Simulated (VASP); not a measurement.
# Ir (P6_3/mmc) in VASP: further runs

Runs on Ir. Level: LDA. Tasks: single point.

All numbers are computed with VASP 6.6.1; they aren't measurements. Logs are shortened: lines on timing, memory, paths and dates and some standing lists are left out, and cuts for length are marked.

### Step 1. The cell of the first run

The structure is hexagonal, space group P6_3/mmc (No. 194). The conventional cell has a = 2.768 Å, b = 2.768 Å, c = 4.386 Å, α = 90.00°, β = 90.00°, γ = 120.00°. Within 3.6 Å of Ir (site symmetry -6m2) lie 12 Ir at 2.71 to 2.77 Å.

### Step 2. Single point, LDA

INCAR

```
PREC = Accurate
ENCUT = 500
EDIFF = 1E-6
ISMEAR = 0
SIGMA = 0.15
LREAL = False
LASPH = True
NELM = 120
ALGO = Normal
ISIF = 2
LWAVE = False
LCHARG = True
GGA = CA
LELF = True
LVHAR = True
NBANDS = 16
GGA_COMPAT = False
```

KPOINTS

```
regular mesh
0
Gamma
  18 18 10
```

POSCAR

```
Ir
1.0
    2.7684000000      0.0000000000      0.0000000000
   -1.3842000000      2.3975047278      0.0000000000
    0.0000000000      0.0000000000      4.3862420605
Ir
2
Direct
    0.6666666667      0.3333333333      0.7500000000
    0.3333333333      0.6666666667      0.2500000000
```

Potentials or basis: VASP PAW LDA potentials, release 64 (Ir).

Command:

```
> cat potpaw_LDA.64/Ir/POTCAR > POTCAR
> mpirun -np 1 vasp_std > vasp.out
```

OUTCAR:

```text
PREC = Accurate
   ENCUT = 500
   EDIFF = 1E-6
   ISMEAR = 0
   LREAL = False
   LASPH = True
   NELM = 120
   ISIF = 2
   GGA = CA

 ion  position               nearest neighbor table
   1  0.667  0.333  0.750-   2 2.71   2 2.71   2 2.71   2 2.71   2 2.71   2 2.71
   2  0.333  0.667  0.250-   1 2.71   1 2.71   1 2.71   1 2.71   1 2.71   1 2.71

  LATTYP: Found a hexagonal cell.
 ALAT       =     2.7684000000
 C/A-ratio  =     1.5843960629

  Lattice vectors:

 A1 = (   2.7684000000,   0.0000000000,   0.0000000000)
 A2 = (  -1.3842000000,   2.3975047278,   0.0000000000)
 A3 = (   0.0000000000,   0.0000000000,   4.3862420605)

Analysis of symmetry for initial positions (statically):
=====================================================================
 Subroutine PRICEL returns:
 Original cell was already a primitive cell.

 Routine SETGRP: Setting up the symmetry group for a
 hexagonal supercell.

 Subroutine GETGRP returns: Found 24 space group operations
 (whereof 12 operations were pure point group operations)
 out of a pool of 24 trial point group operations.

The static configuration has the point symmetry D_3d.
 The point group associated with its full space group is D_6h.

Analysis of symmetry for dynamics (positions and initial velocities):
=====================================================================
 Subroutine PRICEL returns:
 Original cell was already a primitive cell.

 Routine SETGRP: Setting up the symmetry group for a
 hexagonal supercell.

 Subroutine GETGRP returns: Found 24 space group operations
 (whereof 12 operations were pure point group operations)
 out of a pool of 24 trial point group operations.

The dynamic configuration has the point symmetry D_3d.
 The point group associated with its full space group is D_6h.

 Subroutine INISYM returns: Found 24 space group operations
 (whereof 12 operations are pure point group operations),
 and found     1 'primitive' translations

----------------------------------------------------------------------------------------

                                     Primitive cell

  volume of cell :      29.1126

  direct lattice vectors                    reciprocal lattice vectors
     2.768400000  0.000000000  0.000000000     0.361219477  0.208550162  0.000000000
    -1.384200000  2.397504728  0.000000000     0.000000000  0.417100325  0.000000000
     0.000000000  0.000000000  4.386242060     0.000000000  0.000000000  0.227985594

  length of vectors
     2.768400000  2.768400000  4.386242060     0.417100325  0.417100325  0.227985594

  position of ions in fractional coordinates (direct lattice)
     0.666666667  0.333333333  0.750000000
     0.333333333  0.666666667  0.250000000

  ion indices of the primitive-cell ions
   primitive index   ion index
                 1           1
                 2           2

----------------------------------------------------------------------------------------

 KPOINTS: regular mesh

Automatic generation of k-mesh.
 Grid dimensions read from file:
 generate k-points for:   18   18   10

 Generating k-lattice:

  Cartesian coordinates                     Fractional coordinates (reciprocal lattice)
     0.020067749  0.011586120  0.000000000     0.055555556  0.000000000  0.000000000
     0.000000000  0.023172240  0.000000000     0.000000000  0.055555556  0.000000000
     0.000000000  0.000000000  0.022798559     0.000000000  0.000000000  0.100000000

  Length of vectors
     0.023172240  0.023172240  0.022798559

  Shift w.r.t. Gamma in fractional coordinates (k-lattice)
     0.000000000  0.000000000  0.000000000

 Subroutine IBZKPT returns following result:
 ===========================================

 Found    222 irreducible k-points:

 Following reciprocal coordinates:
            Coordinates               Weight
  0.000000  0.000000  0.000000      1.000000
  0.055556  0.000000  0.000000      6.000000
  0.111111  0.000000  0.000000      6.000000
  0.166667 -0.000000  0.000000      6.000000
  0.222222  0.000000  0.000000      6.000000
  0.277778  0.000000  0.000000      6.000000
[... 16 lines left out ...]
  0.333333  0.111111  0.000000     12.000000
  0.388889  0.111111  0.000000     12.000000
 [... further k-points ...]
   k-points           NKPTS =    222   k-points in BZ     NKDIM =    222   number of bands    NBANDS=     16
   number of dos      NEDOS =    301   number of ions     NIONS =      2
   total plane-waves  NPLWV =  12800
   dimension x,y,z NGX =    20 NGY =   20 NGZ =   32
   dimension x,y,z NGXF=    40 NGYF=   40 NGZF=   64
   ions per type =               2
   NGX,Y,Z   is equivalent  to a cutoff of  12.01, 12.01, 12.13 a.u.
   NGXF,Y,Z  is equivalent  to a cutoff of  24.02, 24.02, 24.26 a.u.
 SYSTEM =  unknown system
   PREC   = accura    normal or accurate (medium, high low for compatibility)
   ISTART =      0    job   : 0-new  1-cont  2-samecut
   ICHARG =      2    charge: 1-file 2-atom 10-const
   ISPIN  =      1    spin polarized calculation?
   LNONCOLLINEAR =      F non collinear calculations
   LSORBIT =      F    spin-orbit coupling
   LASPH  =      T    aspherical Exc in radial PAW
   ENCUT  =  500.0 eV  36.75 Ry    6.06 a.u.   5.05  5.05  8.00*2*pi/ulx,y,z
   NELM   =    120;   NELMIN=  2; NELMDL= -5     # of ELM steps
   EDIFF  = 0.1E-05   stopping-criterion for ELM
   LREAL  =      F    real-space projection
   EDIFFG = 0.1E-04   stopping-criterion for IOM
   NSW    =      0    number of steps for IOM
   IBRION =     -1    ionic relax: 0-MD 1-quasi-New 2-CG
   NFREE  =      0    steps in history (QN), initial steepest desc. (CG)
   ISIF   =      2    stress and relaxation
   ISYM   =      2    0-nonsym 1-usesym 2-fastsym
   POTIM  = 0.5000    time-step for ionic-motion
   TEBEG  =    0.0;   TEEND  =   0.0 temperature during run
   PSTRESS=    0.0 pullay stress
   NELECT =      18.0000    total number of electrons
   NUPDOWN=      -1.0000    fix difference up-down
   EMIN   =  10.00;   EMAX   =-10.00  energy-range for DOS
   EFERMI =   0.00;   METHOD = LEGACY
   ISMEAR =     0;   SIGMA  =   0.15  broadening in eV -4-tet -1-fermi 0-gaus
   EFERMI_NEDOS =   21; number of points for ismear=-14 and -15
   IALGO  =     38    algorithm
   IMIX   =      4    mixing-type and parameters
     AMIX     =   0.40;   BMIX     =  1.00
     AMIX_MAG =   1.60;   BMIX_MAG =  1.00
  volume/ion in A,a.u.               =      14.56        98.23
  Fermi-wavevector in a.u.,A,eV,Ry     =   1.394672  2.635548 26.464822  1.945110
  Thomas-Fermi vector in A             =   2.518198
   LORBIT       =      0    0 simple, 1 ext, 2 COOP (PROOUT), +10 PAW based schemes
   GGA     = CA    functional components
   LHFCALC =     F    Hartree Fock is set to
   AEXX    =    0.0000 exact exchange contribution
   IVDW    =     0    specifies the selected vdW correction
   LEPSILON=     F    determine dielectric tensor
   LRPA    =     F    only Hartree local field effects (RPA)
 non-spin polarized calculation
 Gauss-broadening in eV      SIGMA  =   0.15
  energy-cutoff  :      500.00
  volume of cell :       29.11
 maximum number of plane-waves:       760
   NGX = 11   NGY = 11   NGZ = 15

 number of electron      17.9999997 magnetization

 Free energy of the ion-electron system (eV)
  ---------------------------------------------------
  ext. energy  EPLUGINS =         0.00000000
  ---------------------------------------------------
  free energy    TOTEN  =       -20.44762814 eV

  energy without entropy =      -20.42112160  energy(sigma->0) =      -20.43437487

 E-fermi :   9.9576     XC(G=0): -13.9735

 val. band max:        9.9449274216   @ k =   0.2222   0.1667   0.4000
 cond. band min:       9.9652130279   @ k =   0.1667   0.1667   0.5000
 fundamental gap:      0.0202856062
 Fermi energy:         9.9575528781

 k-point     1 :       0.0000    0.0000    0.0000
  band No.  band energies     occupation
      1      -0.9886      2.00000
      2       2.0696      2.00000
      3       6.2111      2.00000
      4       6.2111      2.00000
      5       6.3439      2.00000
      6       6.8967      2.00000
[... 8 lines left out ...]
     15      26.6922      0.00000
     16      27.4791      0.00000

 k-point     2 :       0.0556    0.0000    0.0000
  band No.  band energies     occupation
      1      -0.8730      2.00000
      2       2.1700      2.00000
      3       5.9542      2.00000
      4       6.3069      2.00000
      5       6.5767      2.00000
      6       6.8367      2.00000
[... 8 lines left out ...]
     15      26.8348      0.00000
     16      27.6501      0.00000

 k-point     3 :       0.1111    0.0000    0.0000
  band No.  band energies     occupation
      1      -0.5346      2.00000
      2       2.4516      2.00000
      3       5.6099      2.00000
      4       6.5903      2.00000
      5       6.6426      2.00000
      6       6.8711      2.00000
[... 8 lines left out ...]
     15      27.2074      0.00000
     16      27.8748      0.00000

 k-point     4 :       0.1667   -0.0000    0.0000
  band No.  band energies     occupation
      1      -0.0016      2.00000
      2       2.8415      2.00000
      3       5.2840      2.00000
      4       6.1036      2.00000
      5       6.4269      2.00000
      6       6.9022      2.00000
[... 8 lines left out ...]
     15      27.3531      0.00000
     16      27.3687      0.00000
[... 324 lines left out ...]
 k-point    22 :       0.2778    0.1111    0.0000
  band No.  band energies     occupation
      1       2.3382      2.00000
      2       3.3930      2.00000
      3       3.9975      2.00000
      4       5.0960      2.00000
      5       5.8676      2.00000
      6       6.5481      2.00000
[... 8 lines left out ...]
     15      21.6891      0.00000
     16      25.0456      0.00000

 k-point    23 :       0.3333    0.1111    0.0000
  band No.  band energies     occupation
      1       2.7661      2.00000
      2       3.1872      2.00000
      3       3.6182      2.00000
      4       5.5228      2.00000
      5       5.7683      2.00000
      6       6.7283      2.00000
[... 8 lines left out ...]
     15      20.4832      0.00000
     16      24.5371      0.00000

 k-point    24 :       0.3889    0.1111    0.0000
  band No.  band energies     occupation
      1       2.9565      2.00000
      2       3.0488      2.00000
      3       3.3860      2.00000
      4       5.7202      2.00000
      5       5.9493      2.00000
      6       6.5781      2.00000
[... 8 lines left out ...]
     15      20.5389      0.00000
     16      22.9780      0.00000

 [... further k-points ...]

------------------------ aborting loop because EDIFF is reached ----------------------------------------

  FORCE on cell =-STRESS in cart. coord.  units (eV):
  Direction    XX          YY          ZZ          XY          YZ          ZX
  --------------------------------------------------------------------------------------
  -------------------------------------------------------------------------------------
  Total       -3.0148324     -3.0148324     -1.6169026      0.0000000      0.0000000      0.0000000
  in kB     -165.9177486   -165.9177486    -88.9843294      0.0000000      0.0000000      0.0000000
  external PRESSURE =    -140.2732755 kB  Pullay stress =       0.0000000 kB

 VOLUME and BASIS-vectors are now :
 -----------------------------------------------------------------------------
  energy-cutoff  :      500.00
  volume of cell :       29.11
      direct lattice vectors                 reciprocal lattice vectors
     2.768400000  0.000000000  0.000000000     0.361219477  0.208550162  0.000000000
    -1.384200000  2.397504728  0.000000000     0.000000000  0.417100325  0.000000000
     0.000000000  0.000000000  4.386242060     0.000000000  0.000000000  0.227985594

 POSITION                                       TOTAL-FORCE (eV/Angst)
 -----------------------------------------------------------------------------------
      1.38420      0.79917      3.28968         0.000000      0.000000      0.000000
     -0.00000      1.59834      1.09656        -0.000000      0.000000      0.000000
 -----------------------------------------------------------------------------------
    total drift:                               -0.000000      0.000000     -0.000000

  FREE ENERGIE OF THE ION-ELECTRON SYSTEM (eV)
  ---------------------------------------------------
  free  energy   TOTEN  =       -20.4476281436 eV

  energy  without entropy=      -20.4211216018  energy(sigma->0) =      -20.43437487
```

It took 56 s on 1 thread of Intel Xeon 6975P-C, shared host; peak memory 0.2 GiB.

Results:

- Free energy: -20.4476 eV
- Pressure: -14.0 GPa
- Band gap on the k mesh: zero (band 9 reaches 10.91 eV, above the bottom of band 10 at 7.67 eV)

Levels at points of the mesh, in eV from the Fermi level:
| k point | band 7 | band 8 | band 9 | band 10 | band 11 | band 12 |
| --- | --- | --- | --- | --- | --- | --- |
| (0.00, 0.00, 0.00) | -3.06 | -2.52 | -2.52 | -0.50 | 0.23 | 0.23 |
| (0.50, 0.00, 0.00) | -2.78 | 0.50 | 0.95 | 1.01 | 2.78 | 4.15 |
| (0.00, 0.00, 0.50) | -3.92 | -3.92 | -0.48 | -0.48 | -0.48 | -0.48 |
| (0.50, 0.00, 0.50) | -0.95 | -0.95 | 0.77 | 0.77 | 1.96 | 1.96 |

Caveat: spin-orbit coupling is left out, which moves the levels of the heavy elements.

(Part 1 of 2 ends here.)
